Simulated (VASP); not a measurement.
# Be6N (P4mm) in VASP: a series of runs

Runs on Be6N. Level: PBE. Tasks: relaxation of cell and atoms, single point.

All numbers are computed with VASP 6.6.1; they aren't measurements. Logs are shortened: lines on timing, memory, paths and dates and some standing lists are left out, and cuts for length are marked.

## 1. The cell of the first run

The structure is tetragonal, space group P4mm (No. 99). The conventional cell has a = 3.888 Å, b = 3.888 Å, c = 4.326 Å, α = 90.00°, β = 90.00°, γ = 90.00°. Be (site symmetry m) has 4 Be at 1.56 to 1.65 Å within 2.1 Å. Within 2.1 Å of Be (site symmetry 2mm) lie 2 Be at 1.56 Å. Within 3.1 Å of N (site symmetry 4mm) lie 16 Be at 2.35 to 3.06 Å.

The cell was generated, and may not be a known phase.

## 2. Relaxation of cell and atoms, PBE

Input file INCAR:

```
PREC = Accurate ; ENCUT = 600
EDIFF = 1E-6 ; ISMEAR = 0
SIGMA = 0.1 ; LREAL = F
LASPH = T ; NELM = 100
ALGO = Normal ; ISIF = 3
LWAVE = F ; LCHARG = F
GGA = PE ; IBRION = 2
NSW = 90 ; EDIFFG = -0.04
```

Input file KPOINTS:

```
Automatic mesh
0
Gamma
  4 4 4
```

Input file POSCAR:

```
Be6N
1.0
    3.8882684500      0.0000000000      0.0000000000
    0.0000000000      3.8882684500      0.0000000000
    0.0000000000      0.0000000000      4.3257979500
Be N
6 1
Direct
    0.2122553800      0.5000000000      0.1245283900
    0.7877446200      0.5000000000      0.1245283900
    0.5000000000      0.2122553800      0.1245283900
    0.5000000000      0.7877446200      0.1245283900
    0.5000000000      0.0000000000      0.4307873600
    0.0000000000      0.5000000000      0.4307873600
    0.0000000000      0.0000000000      0.8854693000
```

Potentials or basis: VASP PAW PBE potentials, release 64 (Be, N).

Started as:

```sh
> cat potpaw_PBE.64/Be/POTCAR potpaw_PBE.64/N/POTCAR > POTCAR
> mpirun -np 1 vasp_std > vasp.out
```

OUTCAR:

```text
PREC = Accurate
   ENCUT = 600
   EDIFF = 1E-6
   ISMEAR = 0
   LREAL = F
   LASPH = T
   NELM = 100
   ISIF = 3
   GGA = PE
   IBRION = 2
   NSW = 90
   EDIFFG = -0.04

 ion  position               nearest neighbor table
   1  0.212  0.500  0.125-   6 1.56   4 1.58   3 1.58   2 1.65   2 2.24
   2  0.788  0.500  0.125-   6 1.56   4 1.58   3 1.58   1 1.65   1 2.24
   3  0.500  0.212  0.125-   5 1.56   2 1.58   1 1.58   4 1.65   4 2.24
   4  0.500  0.788  0.125-   5 1.56   2 1.58   1 1.58   3 1.65   3 2.24
   5  0.500  0.000  0.431-   3 1.56   4 1.56
   6  0.000  0.500  0.431-   1 1.56   2 1.56
   7  0.000  0.000  0.885-

  LATTYP: Found a simple tetragonal cell.
 ALAT       =     3.8882684500
 C/A-ratio  =     1.1125255382

  Lattice vectors:

 A1 = (   3.8882684500,   0.0000000000,   0.0000000000)
 A2 = (   0.0000000000,   3.8882684500,   0.0000000000)
 A3 = (   0.0000000000,   0.0000000000,   4.3257979500)

Analysis of symmetry for initial positions (statically):
=====================================================================
 Subroutine PRICEL returns:
 Original cell was already a primitive cell.

 Routine SETGRP: Setting up the symmetry group for a
 simple tetragonal supercell.

 Subroutine GETGRP returns: Found  8 space group operations
 (whereof  8 operations were pure point group operations)
 out of a pool of 16 trial point group operations.

The static configuration has the point symmetry C_4v.

Analysis of symmetry for dynamics (positions and initial velocities):
=====================================================================
 Subroutine PRICEL returns:
 Original cell was already a primitive cell.

 Routine SETGRP: Setting up the symmetry group for a
 simple tetragonal supercell.

 Subroutine GETGRP returns: Found  8 space group operations
 (whereof  8 operations were pure point group operations)
 out of a pool of 16 trial point group operations.

The dynamic configuration has the point symmetry C_4v.

 Subroutine INISYM returns: Found  8 space group operations
 (whereof  8 operations are pure point group operations),
 and found     1 'primitive' translations

----------------------------------------------------------------------------------------

                                     Primitive cell

  volume of cell :      65.4001

  direct lattice vectors                    reciprocal lattice vectors
     3.888268450  0.000000000  0.000000000     0.257183889  0.000000000  0.000000000
     0.000000000  3.888268450  0.000000000     0.000000000  0.257183889  0.000000000
     0.000000000  0.000000000  4.325797950     0.000000000  0.000000000  0.231171222

  length of vectors
     3.888268450  3.888268450  4.325797950     0.257183889  0.257183889  0.231171222

  position of ions in fractional coordinates (direct lattice)
     0.212255380  0.500000000  0.124528390
     0.787744620  0.500000000  0.124528390
     0.500000000  0.212255380  0.124528390
     0.500000000  0.787744620  0.124528390
     0.500000000  0.000000000  0.430787360
     0.000000000  0.500000000  0.430787360
     0.000000000  0.000000000  0.885469300

  ion indices of the primitive-cell ions
   primitive index   ion index
                 1           1
                 2           2
                 3           3
                 4           4
                 5           5
                 6           6
                 7           7

----------------------------------------------------------------------------------------

 KPOINTS: Automatic mesh

Automatic generation of k-mesh.
 Grid dimensions read from file:
 generate k-points for:    4    4    4

 Generating k-lattice:

  Cartesian coordinates                     Fractional coordinates (reciprocal lattice)
     0.064295972  0.000000000  0.000000000     0.250000000  0.000000000  0.000000000
     0.000000000  0.064295972  0.000000000     0.000000000  0.250000000  0.000000000
     0.000000000  0.000000000  0.057792806     0.000000000  0.000000000  0.250000000

  Length of vectors
     0.064295972  0.064295972  0.057792806

[... 48 lines left out ...]

  energy without entropy =      -11.34289725  energy(sigma->0) =      -11.34865027

------------------------ aborting loop because EDIFF is reached ----------------------------------------

  FORCE on cell =-STRESS in cart. coord.  units (eV):
  Direction    XX          YY          ZZ          XY          YZ          ZX
  --------------------------------------------------------------------------------------
  -------------------------------------------------------------------------------------
  Total       20.5565619     20.5565619     24.4127879      0.0000000     -0.0000000      0.0000000
  in kB      503.5960901    503.5960901    598.0661842      0.0000000     -0.0000000      0.0000000
  external PRESSURE =     535.0861214 kB  Pullay stress =       0.0000000 kB
[... 104 lines left out ...]
  FREE ENERGIE OF THE ION-ELECTRON SYSTEM (eV)
  ---------------------------------------------------
  free  energy   TOTEN  =       -18.1972146709 eV

  energy  without entropy=      -18.1782260935  energy(sigma->0) =      -18.18772038

 E-fermi :   2.4738     XC(G=0):  -9.0722

 val. band max:        2.4249804509   @ k =   0.5000   0.0000   0.2500
 cond. band min:       2.4833272099   @ k =   0.2500   0.0000   0.2500
 fundamental gap:      0.0583467590
 Fermi energy:         2.4737757517

 k-point     1 :       0.0000    0.0000    0.0000
  band No.  band energies     occupation
      1     -10.2978      2.00000
      2      -4.0703      2.00000
      3      -1.2307      2.00000
      4      -1.2307      2.00000
      5      -0.7382      2.00000
      6       0.2664      2.00000
      7       0.8678      2.00000
      8       1.7110      2.00000
      9       3.3534      0.00000
     10       3.3534      0.00000
     11       3.5156      0.00000
     12       4.9773      0.00000
[... 241 lines left out ...]
 k-point    18 :       0.5000    0.5000    0.5000
  band No.  band energies     occupation
      1      -9.9919      2.00000
      2      -2.6490      2.00000
      3      -2.6490      2.00000
      4      -2.0363      2.00000
      5      -0.5918      2.00000
      6      -0.5918      2.00000
      7      -0.1708      2.00000
      8       0.1199      2.00000
      9       3.7547      0.00000
     10       3.7547      0.00000
     11       4.0162      0.00000
     12       5.5558      0.00000

[... ionic steps 4 to 11 ...]

--------------------------------------- Ionic step       12  -------------------------------------------

 number of electron      17.0000000 magnetization

------------------------ aborting loop because EDIFF is reached ----------------------------------------

  FORCE on cell =-STRESS in cart. coord.  units (eV):
  Direction    XX          YY          ZZ          XY          YZ          ZX
  --------------------------------------------------------------------------------------
  -------------------------------------------------------------------------------------
  Total       -0.2265775     -0.2265775     -0.7342400      0.0000000     -0.0000000      0.0000000
  in kB       -4.4098917     -4.4098917    -14.2905595      0.0000000     -0.0000000      0.0000000
  external PRESSURE =      -7.7034476 kB  Pullay stress =       0.0000000 kB
[... 67 lines left out ...]
  energy  without entropy=      -20.6564850886  energy(sigma->0) =      -20.66880788

--------------------------------------- Ionic step       14  -------------------------------------------

 number of electron      17.0000000 magnetization

 Free energy of the ion-electron system (eV)
  ---------------------------------------------------
  ext. energy  EPLUGINS =         0.00000000
  ---------------------------------------------------
  free energy    TOTEN  =       -20.68202999 eV

  energy without entropy =      -20.65719109  energy(sigma->0) =      -20.66961054

 E-fermi :   2.8419     XC(G=0):  -9.2567

 val. band max:        2.8063178756   @ k =   0.2500   0.0000   0.0000
 cond. band min:       2.8543710648   @ k =   0.2500   0.0000   0.2500
 fundamental gap:      0.0480531893
 Fermi energy:         2.8419175731

 k-point     1 :       0.0000    0.0000    0.0000
  band No.  band energies     occupation
      1     -10.1742      2.00000
      2      -3.8030      2.00000
      3      -1.1127      2.00000
      4      -1.1127      2.00000
      5      -0.3121      2.00000
      6       0.4719      2.00000
      7       1.1188      2.00000
      8       1.9499      2.00000
      9       3.8326      0.00000
     10       3.8326      0.00000
     11       3.9692      0.00000
     12       5.3415      0.00000
[... 287 lines left out ...]
  FREE ENERGIE OF THE ION-ELECTRON SYSTEM (eV)
  ---------------------------------------------------
  free  energy   TOTEN  =       -20.6820299856 eV

  energy  without entropy=      -20.6571910930  energy(sigma->0) =      -20.66961054

 reached required accuracy - stopping structural energy minimisation
```

Wall time 69 s (1 thread of Intel Xeon 6975P-C (Granite Rapids), shared host); peak memory 0.19 GiB.

Results:

- Free energy: -20.6820 eV
- Relaxed volume: 11.64 Å³/atom
- Relaxed cell: a = 4.551 Å, b = 4.551 Å, c = 3.934 Å, α = 90.00°, β = 90.00°, γ = 90.00°
- Space group after relaxing (to 0.1 Å): P4mm (No. 99)
- Energy gained by relaxing: 1332.5 meV/atom
- Ionic steps: 14
- Pressure after relaxing: 0.0 GPa
- Largest force after relaxing: 0.003 eV/Å
- Band gap on the k mesh: zero (an odd number of electrons rules out a gap without spin polarisation)

Forces on the atoms (eV/Å):
```
Be   0.003  0.000  0.000
Be  -0.003  0.000  0.000
Be   0.000  0.003  0.000
Be   0.000 -0.003  0.000
Be   0.000  0.000 -0.002
Be   0.000  0.000 -0.002
N    0.000  0.000  0.003
```

Stress tensor (GPa, compression positive):
```
 0.11  0.00  0.00
 0.00  0.11  0.00
 0.00  0.00 -0.34
```

The path:
```
step  energy change (eV)  largest force (eV/Å)  pressure (GPa)  volume (Å³)
   1              0.0000               11.7211           53.51        65.40
   2             -6.4882                1.9440           -6.34        99.59
   3             -6.8428                2.3013            1.90        85.07
   4             -6.8554                2.2475           -0.67        88.12
   5             -8.0397                2.6883           -4.36        90.82
   6             -8.0398                2.6924           -4.36        90.82
   7             -8.9874                1.2669           -4.85        89.61
   8             -9.1072                0.9532           -4.47        88.94
   9             -9.1143                0.8889           -4.30        88.74
  10             -9.2566                0.3656           -3.36        86.22
  11             -9.2955                0.3747           -2.39        84.24
  12             -9.3245                0.0655           -0.77        82.32
  13             -9.3267                0.0588           -0.15        81.65
  14             -9.3276                0.0031           -0.04        81.48
```

Final structure:
```
Be N
1.0
     4.55094    0.00000    0.00000
     0.00000    4.55094    0.00000
     0.00000    0.00000    3.93435
Be N
6 1
Direct
  0.19775 0.50000 0.06034
  0.80225 0.50000 0.06034
  0.50000 0.19775 0.06034
  0.50000 0.80225 0.06034
  0.50000 0.00000 0.56355
  0.00000 0.50000 0.56355
  0.00000 0.00000 0.87668
```

Caveat: the k points lie up to 0.40 Å⁻¹ apart in the final cell, too coarse for converged energies and pressures of a metal; the volume moved by over 15 % at a fixed basis, so the end points are rough.

## 3. Single point, PBE

This run uses another cell than the first one, of 11.53 Å³/atom.

Input file INCAR:

```
ALGO     = Normal         # electronic algorithm
EDIFF    = 1E-6           # SCF threshold, eV
ENCUT    = 520            # plane-wave cutoff, eV
GGA      = PE             # functional
ISIF     = 2              # what is computed and relaxed
ISMEAR   = 0              # smearing method
LASPH    = True           # aspherical terms in the spheres
LCHARG   = False          # write CHGCAR
LREAL    = False          # projectors in reciprocal space
LWAVE    = False          # write WAVECAR
NBANDS   = 18             # bands
NELM     = 80             # most SCF steps
PREC     = Accurate       # precision mode
SIGMA    = 0.1            # smearing width, eV
```

Input file KPOINTS:

```
k-points
0
Gamma
  8 8 10
```

Input file POSCAR:

```
Be6N
1.0
    4.5230100560      0.0000000000      0.0000000000
    0.0000000000      4.5230100560      0.0000000000
    0.0000000000      0.0000000000      3.9454016159
Be N
6 1
Direct
    0.1984697384      0.5000000000      0.0662832783
    0.8015302616      0.5000000000      0.0662832783
    0.5000000000      0.1984697384      0.0662832783
    0.5000000000      0.8015302616      0.0662832783
    0.5000000000      0.0000000000      0.5635466272
    0.0000000000      0.5000000000      0.5635466272
    0.0000000000      0.0000000000      0.8529312123
```

Potentials or basis: VASP PAW PBE potentials, release 64 (Be, N).

Started as:

```sh
> cat potpaw_PBE.64/Be/POTCAR potpaw_PBE.64/N/POTCAR > POTCAR
> mpirun -np 1 vasp_std > vasp.out
```

Wall time 41 s (1 thread of Intel Xeon 6975P-C (Granite Rapids), shared host); peak memory 0.25 GiB.

It converged, with:

```
Free energy            : -20.6940 eV
Pressure               : 0.1 GPa
Largest force          : 0.010 eV/Å
Band gap on the k mesh : zero (an odd number of electrons rules out a gap without spin polarisation)
```

Forces on the atoms (eV/Å):
```
Be   0.010  0.000  0.000
Be  -0.010  0.000  0.000
Be   0.000  0.010  0.000
Be   0.000 -0.010  0.000
Be   0.000  0.000  0.000
Be   0.000  0.000  0.000
N    0.000  0.000  0.000
```

Levels at points of the mesh, in eV from the Fermi level:
```tsv
k point	band 6	band 7	band 8	band 9	band 10	band 11
(0.00, 0.00, 0.00)	-2.43	-1.74	-1.28	0.88	0.88	1.08
(0.50, 0.00, 0.00)	-1.60	-1.35	-0.83	-0.42	1.26	1.33
(0.50, 0.50, 0.00)	-1.20	-1.20	-0.46	1.63	1.63	1.94
(0.00, 0.00, 0.50)	-2.77	-2.12	-0.35	-0.32	0.01	0.01
(0.50, 0.00, 0.50)	-2.84	-2.71	-0.41	0.74	0.76	1.20
(0.50, 0.50, 0.50)	-3.21	-3.09	-2.64	1.38	1.38	1.58
```

## 4. Relaxation of cell and atoms, PBE

This run uses another cell than the first one, of 11.69 Å³/atom.

Input file INCAR:

```
SYSTEM = Be6N
PREC     = Accurate       ! precision mode
ENCUT    = 600            ! plane-wave cutoff, eV
EDIFF    = 1E-6           ! SCF threshold, eV
ISMEAR   = 0              ! smearing method
SIGMA    = 0.1            ! smearing width, eV
LREAL    = .FALSE.        ! projectors in reciprocal space
LASPH    = .TRUE.         ! aspherical terms in the spheres
NELM     = 60             ! most SCF steps
ALGO     = Normal         ! electronic algorithm
ISIF     = 3              ! what is computed and relaxed
LWAVE    = .FALSE.        ! write WAVECAR
LCHARG   = .FALSE.        ! write CHGCAR
GGA      = PE             ! functional
IBRION   = 2              ! ionic algorithm
NSW      = 100            ! ionic steps
EDIFFG   = -0.01          ! ionic threshold
```

Input file KPOINTS:

```
Automatic mesh
0
G
  8 8 10
  0 0 0
```

Input file POSCAR:

```
Be6N
1.0
    4.5655607661      0.0000000000      0.0000000000
    0.0000000000      4.5655607661      0.0000000000
    0.0000000000      0.0000000000      3.9245527167
Be N
6 1
Direct
    0.1974999191      0.5000000000      0.0594998849
    0.8025000809      0.5000000000      0.0594998849
    0.5000000000      0.1974999191      0.0594998849
    0.5000000000      0.8025000809      0.0594998849
    0.5000000000      0.0000000000      0.5632965825
    0.0000000000      0.5000000000      0.5632965825
    0.0000000000      0.0000000000      0.8805648755
```

Started as:

```sh
> cat potpaw_PBE.64/Be/POTCAR potpaw_PBE.64/N/POTCAR > POTCAR
> mpirun -np 1 vasp_std > vasp.out
```

Run time: 2.2 min. Hardware: 1 thread of Intel Xeon 6975P-C (Granite Rapids), shared host; peak memory 0.26 GiB.

The run converged. Its results:

| Item | Value |
| --- | --- |
| Free energy | -20.6959 eV |
| Relaxed volume | 11.53 Å³/atom |
| Relaxed cell | a = 4.522 Å, b = 4.522 Å, c = 3.946 Å, α = 90.00°, β = 90.00°, γ = 90.00° |
| Space group after relaxing (to 0.1 Å) | P4mm (No. 99) |
| Energy gained by relaxing | 6.0 meV/atom |
| Ionic steps | 8 |
| Pressure after relaxing | 0.1 GPa |
| Largest force after relaxing | 0.009 eV/Å |
| Band gap on the k mesh | zero (an odd number of electrons rules out a gap without spin polarisation) |

Forces on the atoms (eV/Å):
```
Be  -0.008  0.000  0.004
Be   0.008  0.000  0.004
Be   0.000 -0.008  0.004
Be   0.000  0.008  0.004
Be   0.000  0.000 -0.008
Be   0.000  0.000 -0.008
N    0.000  0.000 -0.003
```

The path:
```tsv
step	energy change (eV)	largest force (eV/Å)	pressure (GPa)	volume (Å³)
1	0.0000	0.3518	-0.50	81.80
2	-0.0225	0.3125	-0.40	81.37
3	-0.0245	0.2920	-0.34	81.20
4	-0.0317	0.2217	0.12	80.72
5	-0.0317	0.2200	0.13	80.71
6	-0.0379	0.1392	0.20	80.55
7	-0.0409	0.0342	0.32	80.34
8	-0.0420	0.0093	0.05	80.68
```

Final structure:
```yaml
crystal:
  lattice:
    - [4.52191, 0.00000, 0.00000]
    - [0.00000, 4.52191, 0.00000]
    - [0.00000, 0.00000, 3.94560]
  atoms:
    - { symbol: Be, position: [0.19858, 0.50000, 0.06620] }
    - { symbol: Be, position: [0.80142, 0.50000, 0.06620] }
    - { symbol: Be, position: [0.50000, 0.19858, 0.06620] }
    - { symbol: Be, position: [0.50000, 0.80142, 0.06620] }
    - { symbol: Be, position: [0.50000, 0.00000, 0.56364] }
    - { symbol: Be, position: [0.00000, 0.50000, 0.56364] }
    - { symbol: N, position: [0.00000, 0.00000, 0.85309] }
```

Levels at points of the mesh, in eV from the Fermi level:
```csv
k point,band 5,band 6,band 7,band 8,band 9,band 10,band 11,band 12
"(0.00, 0.00, 0.00)",-3.19,-2.43,-1.74,-1.28,0.88,0.88,1.09,2.44
"(0.50, 0.00, 0.00)",-3.36,-1.60,-1.35,-0.83,-0.42,1.26,1.33,2.93
"(0.50, 0.50, 0.00)",-1.52,-1.20,-1.20,-0.46,1.63,1.63,1.94,2.60
"(0.00, 0.00, 0.50)",-3.34,-2.76,-2.12,-0.35,-0.32,0.01,0.01,2.35
"(0.50, 0.00, 0.50)",-3.07,-2.84,-2.71,-0.41,0.74,0.76,1.20,1.75
"(0.50, 0.50, 0.50)",-3.20,-3.20,-3.09,-2.64,1.38,1.38,1.58,3.17
```

## 5. Overview

| task | cell | k mesh | cutoff (eV) | gap on the mesh (eV) | pressure (GPa) | relaxed volume (Å³/atom) | largest force (eV/Å) |
| --- | --- | --- | --- | --- | --- | --- | --- |
| relaxation of cell and atoms | relaxed from a = 3.888, b = 3.888, c = 4.326 Å, 7 atoms, atomic positions A | 4 × 4 × 4 | 600 | none | 0.0 | 11.64 | - |
| single point | a = 4.523, b = 4.523, c = 3.945 Å, 7 atoms, atomic positions B | 8 × 8 × 10 | 520 | none | 0.1 | - | 0.01 |
| relaxation of cell and atoms | relaxed from a = 4.566, b = 4.566, c = 3.925 Å, 7 atoms, atomic positions C | 8 × 8 × 10 | 600 | none | 0.1 | 11.53 | 0.01 |

Alike in all rows: level PBE; potentials or basis VASP PAW PBE potentials, release 64 (Be, N); no spin polarisation; smearing gaussian 0.1 eV.

Caveats: some runs use coarse meshes; the volume moved by over 15 % at a fixed basis, so the end points are rough (at least some runs).

Total energies depend on the potentials used, so only differences within one code and one set of settings carry meaning.

The gap in the log of VASP goes by the Fermi energy; the results here count the filled bands.